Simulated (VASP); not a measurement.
# Cu (P6_3/mmc) in VASP: settings compared

Cu is run at these levels: PBE0, LDA; tasks: single point.

Program: VASP 6.6.1. These are calculated values, not measurements. Logs are shortened: lines on timing, memory, paths and dates and some standing lists are left out, and cuts for length are marked.

### 1 The cell of the first run

Symmetry: P6_3/mmc, No. 194, hexagonal system. Conventional cell: a = 2.534 Å, b = 2.534 Å, c = 4.113 Å, α = 90.00°, β = 90.00°, γ = 120.00°. Within 3.3 Å of Cu (site symmetry -6m2) lie 12 Cu at 2.52 to 2.53 Å.

### 2 Single point, PBE0

POSCAR reads:

```
Cu
1.0
    2.5340966698      0.0000000000      0.0000000000
   -1.2670483349      2.1945920917      0.0000000000
    0.0000000000      0.0000000000      4.1125710000
Cu
2
Direct
    0.6666666667      0.3333333333      0.7500000000
    0.3333333333      0.6666666667      0.2500000000
```

INCAR.step1 reads:

```
SYSTEM = Cu
ALGO = Normal
EDIFF = 1E-5
ENCUT = 520
GGA = PE
ISIF = 2
ISMEAR = -1
LASPH = .True.
LCHARG = .False.
LREAL = .False.
LWAVE = .True.
NBANDS = 18
NELM = 100
PREC = Accurate
SIGMA = 0.05
```

INCAR.step2 reads:

```
SYSTEM = Cu
AEXX = 0.25
ALGO = Normal
EDIFF = 1E-6
ENCUT = 520
GGA = PE
ISIF = 2
ISMEAR = -1
ISTART = 1
LASPH = .True.
LCHARG = .False.
LHFCALC = .True.
LREAL = .False.
LWAVE = .False.
NBANDS = 18
NELM = 100
PREC = Accurate
PRECFOCK = Normal
SIGMA = 0.05
```

KPOINTS reads:

```
k-points
0
Gamma
  6 6 4
  0 0 0
```

Potentials or basis: VASP PAW PBE potentials, release 64 (Cu).

Started as:

```
cat potpaw_PBE.64/Cu/POTCAR > POTCAR
cp INCAR.step1 INCAR
mpirun -np 1 vasp_std > vasp.out
cp INCAR.step2 INCAR
mpirun -np 1 vasp_std > vasp.out
```

OUTCAR:

```text
SYSTEM = Cu
   AEXX = 0.25
   EDIFF = 1E-6
   ENCUT = 520
   GGA = PE
   ISIF = 2
   ISMEAR = -1
   ISTART = 1
   LASPH = .True.
   LHFCALC = .True.
   LREAL = .False.
   NELM = 100
   PREC = Accurate
   PRECFOCK = Normal

 ion  position               nearest neighbor table
   1  0.667  0.333  0.750-   2 2.52   2 2.52   2 2.52   2 2.52   2 2.52   2 2.52
   2  0.333  0.667  0.250-   1 2.52   1 2.52   1 2.52   1 2.52   1 2.52   1 2.52

  LATTYP: Found a hexagonal cell.
 ALAT       =     2.5340966698
 C/A-ratio  =     1.6228942838

  Lattice vectors:

 A1 = (   2.5340966698,   0.0000000000,   0.0000000000)
 A2 = (  -1.2670483349,   2.1945920917,   0.0000000000)
 A3 = (   0.0000000000,   0.0000000000,   4.1125710000)

Analysis of symmetry for initial positions (statically):
=====================================================================
 Subroutine PRICEL returns:
 Original cell was already a primitive cell.

 Routine SETGRP: Setting up the symmetry group for a
 hexagonal supercell.

 Subroutine GETGRP returns: Found 24 space group operations
 (whereof 12 operations were pure point group operations)
 out of a pool of 24 trial point group operations.

The static configuration has the point symmetry D_3d.
 The point group associated with its full space group is D_6h.

Analysis of symmetry for dynamics (positions and initial velocities):
=====================================================================
 Subroutine PRICEL returns:
 Original cell was already a primitive cell.

 Routine SETGRP: Setting up the symmetry group for a
 hexagonal supercell.

 Subroutine GETGRP returns: Found 24 space group operations
 (whereof 12 operations were pure point group operations)
 out of a pool of 24 trial point group operations.

The dynamic configuration has the point symmetry D_3d.
 The point group associated with its full space group is D_6h.

 Subroutine INISYM returns: Found 24 space group operations
 (whereof 12 operations are pure point group operations),
 and found     1 'primitive' translations

----------------------------------------------------------------------------------------

                                     Primitive cell

  volume of cell :      22.8713

  direct lattice vectors                    reciprocal lattice vectors
     2.534096670  0.000000000  0.000000000     0.394617937  0.227832772  0.000000000
    -1.267048335  2.194592092  0.000000000     0.000000000  0.455665544  0.000000000
[... 87 lines left out ...]
   ISIF   =      2    stress and relaxation
   ISYM   =      3    0-nonsym 1-usesym 2-fastsym
   POTIM  = 0.5000    time-step for ionic-motion
   TEBEG  =    0.0;   TEEND  =   0.0 temperature during run
   PSTRESS=    0.0 pullay stress
   NELECT =      22.0000    total number of electrons
   NUPDOWN=      -1.0000    fix difference up-down
   EMIN   =  10.00;   EMAX   =-10.00  energy-range for DOS
   EFERMI =   0.00;   METHOD = LEGACY
   ISMEAR =    -1;   SIGMA  =   0.05  broadening in eV -4-tet -1-fermi 0-gaus
   EFERMI_NEDOS =   21; number of points for ismear=-14 and -15
   IALGO  =     38    algorithm
   IMIX   =      1    mixing-type and parameters
     AMIX     =   0.40;   BMIX     =  1.00
     AMIX_MAG =   1.60;   BMIX_MAG =  1.00
  volume/ion in A,a.u.               =      11.44        77.17
  Fermi-wavevector in a.u.,A,eV,Ry     =   1.616041  3.053874 35.532800  2.611587
  Thomas-Fermi vector in A             =   2.710691
   LORBIT       =      0    0 simple, 1 ext, 2 COOP (PROOUT), +10 PAW based schemes
   GGA     = PE    functional components
   LHFCALC =     T    Hartree Fock is set to
   PRECFOCK=normal    Normal, Fast or Accurate (Low or Medium for compatibility)
   ENCUT4O =  -1.0   cutoff for four orbital integrals eV
   NKREDX  =     1    reduce k-point grid by
   NKREDY  =     1    reduce k-point grid by
   NKREDZ  =     1    reduce k-point grid by
   AEXX    =    0.2500 exact exchange contribution
   HFSCREEN=    0.0000 screening length (either q_TF or 0.3 A-1)
   HFSCREENC=   0.0000 screening length for correlation (either q_TF or 0.3 A-1)
   ENCUTFOCK=  -1.0 apply spherical cutoff to Coloumb kernel
   IVDW    =     0    specifies the selected vdW correction
   LEPSILON=     F    determine dielectric tensor
   LRPA    =     F    only Hartree local field effects (RPA)
 non-spin polarized calculation
  energy-cutoff  :      520.00
  volume of cell :       22.87
 maximum number of plane-waves:       640
 NGX is ok and might be reduce to    20
  NGX = 16; NGY = 16; NGZ = 24

 number of electron      21.9999978 magnetization

 Free energy of the ion-electron system (eV)
  ---------------------------------------------------
  ext. energy  EPLUGINS =         0.00000000
  ---------------------------------------------------
  free energy    TOTEN  =        -7.64476947 eV

  energy without entropy =       -7.63998699  energy(sigma->0) =       -7.64237823

 E-fermi :   7.1565     XC(G=0): -10.0533

 val. band max:        7.0365789114   @ k =   0.3333   0.1667   0.2500
 cond. band min:       7.8226413682   @ k =   0.5000  -0.0000   0.2500
 fundamental gap:      0.7860624568
 Fermi energy:         7.1564805304

 k-point     1 :       0.0000    0.0000    0.0000
  band No.  band energies     occupation
      1      -3.3114      2.00000
      2       0.7180      2.00000
      3       2.8089      2.00000
      4       2.8476      2.00000
      5       2.8476      2.00000
      6       3.0787      2.00000
[... 418 lines left out ...]
      5       2.6356      2.00000
      6       2.6356      2.00000
[... 10 lines left out ...]
     17      30.4825      0.00000
     18      30.4825      0.00000

------------------------ aborting loop because EDIFF is reached ----------------------------------------

  FORCE on cell =-STRESS in cart. coord.  units (eV):
  Direction    XX          YY          ZZ          XY          YZ          ZX
  --------------------------------------------------------------------------------------
  -------------------------------------------------------------------------------------
  Total        1.3015979      1.3015979      0.8823159      0.0000000      0.0000000     -0.0000000
  in kB       91.1794615     91.1794615     61.8079426      0.0000000      0.0000000     -0.0000000
  external PRESSURE =      81.3889552 kB  Pullay stress =       0.0000000 kB

 VOLUME and BASIS-vectors are now :
 -----------------------------------------------------------------------------
  energy-cutoff  :      520.00
  volume of cell :       22.87
      direct lattice vectors                 reciprocal lattice vectors
     2.534096670  0.000000000  0.000000000     0.394617937  0.227832772  0.000000000
    -1.267048335  2.194592092  0.000000000     0.000000000  0.455665544  0.000000000
     0.000000000  0.000000000  4.112571000     0.000000000  0.000000000  0.243156896

 POSITION                                       TOTAL-FORCE (eV/Angst)
 -----------------------------------------------------------------------------------
      1.26705      0.73153      3.08443         0.000000     -0.000000      0.000000
     -0.00000      1.46306      1.02814        -0.000000      0.000000     -0.000000
 -----------------------------------------------------------------------------------
    total drift:                               -0.000000     -0.000000      0.000000

  FREE ENERGIE OF THE ION-ELECTRON SYSTEM (eV)
  ---------------------------------------------------
  free  energy   TOTEN  =        -7.6447694700 eV

  energy  without entropy=       -7.6399869879  energy(sigma->0) =       -7.64237823
```

Wall time 22 min (1 thread of AMD EPYC 9R45 (Zen 5), shared host); peak memory 0.12 GiB.

What came out:

- Free energy: -7.6448 eV
- Pressure: 8.1 GPa
- Band gap on the k mesh: zero (band 11 reaches 12.85 eV, above the bottom of band 12 at 4.01 eV)

Caveat: the k points lie up to 0.48 Å⁻¹ apart; the PAW data sets were made with another functional, which shifts forces and pressure a little.

### 3 Single point, LDA

This run uses another cell than the first one, of 10.75 Å³/atom, 0.940 times its volume.

INCAR reads:

```
SYSTEM = Cu
ALGO = Normal
EDIFF = 1E-6
ENCUT = 700
GGA = CA
GGA_COMPAT = .FALSE.
ISIF = 2
ISMEAR = -1
LASPH = .TRUE.
LCHARG = .FALSE.
LREAL = .FALSE.
LWAVE = .FALSE.
NBANDS = 26
NELM = 120
PREC = Accurate
SIGMA = 0.05
```

KPOINTS reads:

```
k-points
0
G
  12 12 7
  0 0 0
```

POSCAR reads:

```
Cu
1.0
    2.4823658959      0.0000000000      0.0000000000
   -1.2411829479      2.1497919273      0.0000000000
    0.0000000000      0.0000000000      4.0286174227
Cu
2
Direct
    0.6666666667      0.3333333333      0.7500000000
    0.3333333333      0.6666666667      0.2500000000
```

Potentials or basis: VASP PAW LDA potentials, release 64 (Cu_sv_GW).

Started as:

```
cat potpaw_LDA.64/Cu_sv_GW/POTCAR > POTCAR
mpirun -np 1 vasp_std > vasp.out
```

OUTCAR:

```text
SYSTEM = Cu
   EDIFF = 1E-6
   ENCUT = 700
   GGA = CA
   ISIF = 2
   ISMEAR = -1
   LASPH = .TRUE.
   LREAL = .FALSE.
   NELM = 120
   PREC = Accurate

 ion  position               nearest neighbor table
   1  0.667  0.333  0.750-   2 2.47   2 2.47   2 2.47   2 2.47   2 2.47   2 2.47
   2  0.333  0.667  0.250-   1 2.47   1 2.47   1 2.47   1 2.47   1 2.47   1 2.47

  LATTYP: Found a hexagonal cell.
 ALAT       =     2.4823658959
 C/A-ratio  =     1.6228942838

  Lattice vectors:

 A1 = (   2.4823658959,   0.0000000000,   0.0000000000)
[... 190 lines left out ...]
      3     -61.3542      2.00000
      4     -61.2153      2.00000
      5     -61.2153      2.00000
      6     -61.1927      2.00000
[... 685 lines left out ...]
     25      26.7642      0.00000
     26      29.8558      0.00000

 [... further k-points ...]
[... 5 lines left out ...]
  --------------------------------------------------------------------------------------
  -------------------------------------------------------------------------------------
  Total       -0.2595987     -0.2595987     -0.1674710     -0.0000000      0.0000000      0.0000000
  in kB      -19.3461626    -19.3461626    -12.4804981     -0.0000000      0.0000000      0.0000000
  external PRESSURE =     -17.0576078 kB  Pullay stress =       0.0000000 kB

 VOLUME and BASIS-vectors are now :
 -----------------------------------------------------------------------------
  energy-cutoff  :      700.00
  volume of cell :       21.50
      direct lattice vectors                 reciprocal lattice vectors
     2.482365896  0.000000000  0.000000000     0.402841500  0.232580648  0.000000000
    -1.241182948  2.149791927  0.000000000     0.000000000  0.465161296  0.000000000
     0.000000000  0.000000000  4.028617423     0.000000000  0.000000000  0.248224116

 POSITION                                       TOTAL-FORCE (eV/Angst)
 -----------------------------------------------------------------------------------
      1.24118      0.71660      3.02146         0.000000     -0.000000      0.000000
     -0.00000      1.43319      1.00715        -0.000000      0.000000      0.000000
 -----------------------------------------------------------------------------------
    total drift:                               -0.000000      0.000000     -0.000000

  FREE ENERGIE OF THE ION-ELECTRON SYSTEM (eV)
  ---------------------------------------------------
  free  energy   TOTEN  =        -9.6750998906 eV

  energy  without entropy=       -9.6672632041  energy(sigma->0) =       -9.67118155
```

OSZICAR:

```text
N       E                     dE             d eps       ncg     rms          rms(c)
DAV:   1     0.801619402157E+03    0.80162E+03   -0.29503E+04  5942   0.607E+03
DAV:   2     0.613916171591E+02   -0.74023E+03   -0.71322E+03  6346   0.141E+03
DAV:   3    -0.934827470381E+01   -0.70740E+02   -0.69197E+02  7292   0.553E+02
DAV:   4    -0.115019871765E+02   -0.21537E+01   -0.21456E+01  6802   0.953E+01
DAV:   5    -0.115995087609E+02   -0.97522E-01   -0.97505E-01  6826   0.153E+01    0.123E+01
DAV:   6    -0.108144014437E+02    0.78511E+00   -0.15896E+01  5518   0.247E+02    0.762E+00
DAV:   7    -0.971171229438E+01    0.11027E+01   -0.49341E+00  5642   0.137E+02    0.249E+00
DAV:   8    -0.967604318633E+01    0.35669E-01   -0.84043E-02  7246   0.759E+00    0.378E-01
DAV:   9    -0.967541242498E+01    0.63076E-03   -0.94496E-03  6344   0.543E+00    0.157E-01
DAV:  10    -0.967509840856E+01    0.31402E-03   -0.91726E-04  6894   0.168E+00    0.634E-03
DAV:  11    -0.967510059305E+01   -0.21845E-05   -0.14489E-05  5912   0.108E-01    0.741E-03
DAV:  12    -0.967509989056E+01    0.70249E-06   -0.12021E-06  2980   0.688E-02
   1 F= -.96750999E+01 E0= -.96711815E+01  d E =-.783669E-02
```

It took 45 s on 1 thread of Intel Xeon Platinum 8559C (Emerald Rapids), shared host; peak memory 0.19 GiB.

What came out:

```
Free energy            : -9.6751 eV
Pressure               : -1.7 GPa
Band gap on the k mesh : zero (band 19 reaches 12.60 eV, above the bottom of band 20 at 6.41 eV)
```

Stress tensor (GPa, compression positive):
```
-1.93  0.00  0.00
 0.00 -1.93  0.00
 0.00  0.00 -1.25
```

Levels at points of the mesh, in eV from the Fermi level:
```tsv
k point	band 15	band 16	band 17	band 18	band 19	band 20	band 21	band 22	band 23	band 24
(0.00, 0.00, 0.00)	-3.00	-2.69	-2.69	-1.79	-1.79	-1.21	4.35	22.17	22.95	22.95
(0.50, 0.00, 0.00)	-2.96	-1.69	-1.62	-1.57	0.03	1.75	8.23	8.70	11.42	11.95
```
